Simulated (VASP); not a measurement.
A run of VASP 6.6.1 is set up as follows.

The input INCAR:

```
SYSTEM = CdS
PREC = Accurate
ENCUT = 520
EDIFF = 1E-7
ISMEAR = 0
SIGMA = 0.01
LREAL = .FALSE.
LASPH = .TRUE.
NELM = 80
ALGO = Normal
ISIF = 2
LWAVE = .FALSE.
LCHARG = .FALSE.
NBANDS = 16
```

Contents of KPOINTS:

```
regular mesh
0
G
  8 8 8
  0 0 0
```

Contents of POSCAR:

```
CdS
1.0
    2.8206970692      2.8206970692      0.0000000000
   -2.8206970692      2.8206970692      0.0000000000
    0.0000000000      2.8206970692      2.9128014633
Cd S
1 1
Direct
    0.0000000000      0.0000000000      0.0000000000
    0.7500000000      0.2500000000      0.5000000000
```

Potentials or basis: VASP PAW LDA potentials, release 64 (Cd, S).

Run with:

```bash
$ cat potpaw_LDA.64/Cd/POTCAR potpaw_LDA.64/S/POTCAR > POTCAR
$ mpirun -np 1 vasp_std > vasp.out
```

Predict the pressure.

2.7 GPa.

Predict the band gap on the k mesh.

1.00 eV, direct.

Stress tensor (GPa, compression positive):
```
2.86 0.00 0.00
0.00 2.86 0.00
0.00 0.00 2.25
```

Caveat: the cell differs from its parent crystal (in-plane strain -0.02).
